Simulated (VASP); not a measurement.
Write the native input for VASP 6.6.1 that does the following.

```yaml
Task: single point
Functional: PBE
Potentials_or_basis: VASP PAW PBE potentials, release 64 (Hf_pv, O)
Cutoff: 520 eV
k_mesh: 8 × 8 × 8
Occupations: fermi-dirac, width 0.02 eV
Spin: no spin polarisation
Dipole_correction: no
Further_INCAR_settings: ALGO = Normal; EDIFF = 1e-06; NBANDS = 18
```

The structure of HfO2 lies in POSCAR:

```
HfO2
1.0
    0.0000000000      2.4692406722      2.5525353421
    2.4692406722      0.0000000000      2.5525353421
    2.4692406722      2.4692406722      0.0000000000
Hf O
1 2
Direct
    0.0000000000      0.0000000000      0.0000000000
    0.2500000000      0.2500000000      0.2500000000
    0.7500000000      0.7500000000      0.7500000000
```

This cell differs from its parent crystal: epitaxial xy strain -2.4%.

These files were run (other wordings do the same):

INCAR

```
PREC = Accurate
ENCUT = 520
EDIFF = 1E-6
ISMEAR = -1
SIGMA = 0.02
LREAL = False
LASPH = True
NELM = 100
ALGO = Normal
ISIF = 2
LWAVE = False
LCHARG = False
GGA = PE
NBANDS = 18
```

KPOINTS

```
regular mesh
0
Gamma
  8 8 8
```

Potentials or basis: VASP PAW PBE potentials, release 64 (Hf_pv, O).

The run is started by

```sh
$ cat potpaw_PBE.64/Hf_pv/POTCAR potpaw_PBE.64/O/POTCAR > POTCAR
$ mpirun -np 1 vasp_std > vasp.out
```

It gave:

```
Pressure               : 13.2 GPa
Band gap on the k mesh : 3.60 eV (least direct gap 3.74 eV)
```

Caveat: the cell differs from its parent crystal (epitaxial xy strain -2.4%); the cell stands under pressure; spin-orbit coupling is left out, which moves the levels of the heavy elements.

Run time: 60 s on 1 thread of Intel Xeon 8259CL, on a shared host, peak memory 0.18 GiB.
